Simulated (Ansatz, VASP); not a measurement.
**One calculation of CdSe, two programs**

```
Cd Se
1.0
     0.00000    3.21669    3.21669
     3.21669    0.00000    3.21669
     3.21669    3.21669    0.00000
Cd Se
1 1
Cartesian
  0.0000 0.0000 0.0000
  4.8250 4.8250 4.8250
```

Change from the starting cell: volume scaled by 1.15.

Alike in both runs: task single point; functional PBE; dispersion D3(BJ); k mesh 8 × 8 × 8; occupations gaussian, width 0.15 eV; no spin polarisation.

|  | VASP | Ansatz |
| --- | --- | --- |
| version | VASP 6.6.1 | Ansatz 0.2.0 |
| potentials or method | VASP PAW PBE potentials, release 64 (Cd, Se), cutoff 500 eV | all-electron LAPW, scalar-relativistic |

```tsv
	VASP	Ansatz	Ansatz less VASP
gap on the k mesh at the Fermi level (eV)	0.26	0.26	+0.003
least direct gap on the mesh (eV)	0.26	0.26	+0.003
pressure (GPa)	-5.2	-5.4	-0.15
```

Ansatz ran all-electron here, and VASP with PAW potentials.
